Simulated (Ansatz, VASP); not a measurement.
# Ta2N: VASP beside Ansatz

File INCAR:

```
ALGO = Normal ; EDIFF = 1E-6
ENCUT = 520 ; GGA = PS
ISIF = 2 ; ISMEAR = 0
LASPH = T ; LCHARG = F
LREAL = F ; LWAVE = F
NBANDS = 20 ; NELM = 80
PREC = Accurate ; SIGMA = 0.15
```

KPOINTS

```
k-points
0
Gamma
  18 18 10
```

POSCAR

```
Ta2N
1.0
    3.2325461563      0.0000000000      0.0000000000
   -1.6162730782      2.7994670902      0.0000000000
    0.0000000000      0.0000000000      4.8232571780
Ta N
2 1
Direct
    0.6666666667      0.3333333333      0.7462554481
    0.3333333333      0.6666666667      0.2537445519
    0.0000000000      0.0000000000      0.0000000000
```

Input for Ansatz:

```yaml
crystal:
  lattice:
    - [3.2325461563, 0.0, 0.0]
    - [-1.6162730782, 2.7994670902, 0.0]
    - [0.0, 0.0, 4.823257178]
  atoms:
    - { symbol: Ta, position: [0.6666666667, 0.3333333333, 0.7462554481] }
    - { symbol: Ta, position: [0.3333333333, 0.6666666667, 0.2537445519] }
    - { symbol: "N", position: [0.0, 0.0, 0.0] }
basis:
  ecutwfc: 420
kpoints:
  mp_grid: { grid: [18, 18, 10] }
hamiltonian:
  xc: pbesol
scf:
  occupations: { method: gaussian, width: 0.15 }
output:
  forces: true
  stress: true
  eigenvalues: true
```

Change from the starting cell: strain +0.050 along x and y, +0.000 along z, atoms carried along.

Alike in both runs: task single point; functional PBEsol; k mesh 18 × 18 × 10; occupations gaussian, width 0.15 eV; no spin polarisation.

```csv
,VASP,Ansatz
version,VASP 6.6.1,Ansatz 0.2.0
potentials or method,"VASP PAW PBE potentials, release 64 (Ta_pv, N), cutoff 520 eV","scalar-relativistic, plane waves, PAW"
valence electrons in the cell,27,31
```

Ansatz gave:

- gap on the k mesh at the Fermi level (eV): none
- pressure (GPa): -23.5
- traceless stress, the component that is largest in VASP (GPa): 5.96
- rms of the force components (eV/Å): 0.384

Task: Which values does VASP return?

Result: gap on the k mesh at the Fermi level (eV): none; pressure (GPa): -23.2; traceless stress, the component that is largest in VASP (GPa): 5.89; rms of the force components (eV/Å): 0.364.

VASP's potentials were made for PBE, not for PBEsol. Atom by atom the forces differ by 0.020 eV/Å (rms over components). A gap of «none» marks a metal or a gap that the smearing closes. With one functional, cell and mesh, what is left measures potentials, basis and numerics. VASP's potentials hold 27 valence electrons a cell and Ansatz's 31, so a difference there can come from the potentials and not from the codes.

Spin-orbit coupling is off throughout.
